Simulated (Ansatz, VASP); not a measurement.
# Mo in VASP and in Ansatz

```
CELL_PARAMETERS angstrom
0.00000 2.76083 2.76083
2.76083 0.00000 2.76083
2.76083 2.76083 0.00000
ATOMIC_POSITIONS crystal
Mo 0.12500 0.12500 0.12500
Mo 0.87500 0.87500 0.87500
```

Alike in both runs: task relaxation of cell and atoms; functional PBE; k mesh 10 × 10 × 10; occupations fermi-dirac, width 0.1 eV; no spin polarisation.

```csv
,VASP,Ansatz
version,VASP 6.6.1,Ansatz 0.2.0
potentials or method,"VASP PAW PBE potentials, release 64 (Mo_sv), cutoff 600 eV","plane waves (420 eV) with PAW, scalar-relativistic"
valence electrons in the cell,28,28
```

```csv
,VASP,Ansatz,Ansatz less VASP
relaxed volume (Å³/atom),23.10,23.03,-0.071
relaxed cell length with the largest relative difference (Å),4.028,4.024,-0.0041
```
